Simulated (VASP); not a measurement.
Set up this calculation in VASP 6.6.1, as the native input.

| Property | Result |
| --- | --- |
| Task | relaxation of cell and atoms |
| Functional | PBE |
| Potentials or basis | VASP PAW PBE potentials, release 64 (Si) |
| Cutoff | 600 eV |
| k mesh | 8 × 8 × 8 |
| Occupations | gaussian, width 0.02 eV |
| Spin | no spin polarisation |
| Dipole correction | no |
| Further INCAR settings | ALGO = Normal; EDIFF = 1e-06; IBRION = 2; EDIFFG = -0.002; NSW = 100; ISIF = 3 |

The structure of Si lies in POSCAR:

```
Si
1.0
    0.0000000000      2.7218511900      2.7218511900
    2.7218511900      0.0000000000      2.7218511900
    2.7218511900      2.7218511900      0.0000000000
Si
2
Direct
    0.7500000000      0.7500000000      0.7500000000
    0.5000000000      0.5000000000      0.5000000000
```

These files were run (other wordings do the same):

INCAR

```
SYSTEM = Si
PREC = Accurate
ENCUT = 600
EDIFF = 1E-6
ISMEAR = 0
SIGMA = 0.02
LREAL = .FALSE.
LASPH = .TRUE.
NELM = 100
ALGO = Normal
ISIF = 3
LWAVE = .FALSE.
LCHARG = .FALSE.
GGA = PE
IBRION = 2
NSW = 100
EDIFFG = -0.002
```

KPOINTS

```
regular mesh
0
G
  8 8 8
  0 0 0
```

Potentials or basis: VASP PAW PBE potentials, release 64 (Si).

The run is started by

```bash
$ cat potpaw_PBE.64/Si/POTCAR > POTCAR
$ mpirun -np 1 vasp_std > vasp.out
```

Results of the run:

| Item | Value |
| --- | --- |
| Relaxed volume | 20.44 Å³/atom |
| Relaxed cell | a = 3.867 Å, b = 3.867 Å, c = 3.867 Å, α = 60.00°, β = 60.00°, γ = 60.00° |
| Space group after relaxing (to 0.05 Å) | Fd-3m (No. 227) |
| Energy gained by relaxing | 1.1 meV/atom |
| Ionic steps | 3 |
| Pressure after relaxing | 0.0 GPa |
| Band gap on the k mesh | 0.65 eV, indirect (least direct gap 2.56 eV) |

Wall time 18 s on 1 thread of AMD EPYC 7R13 Processor (Zen 3), with other jobs on the host, peak memory 0.14 GiB.
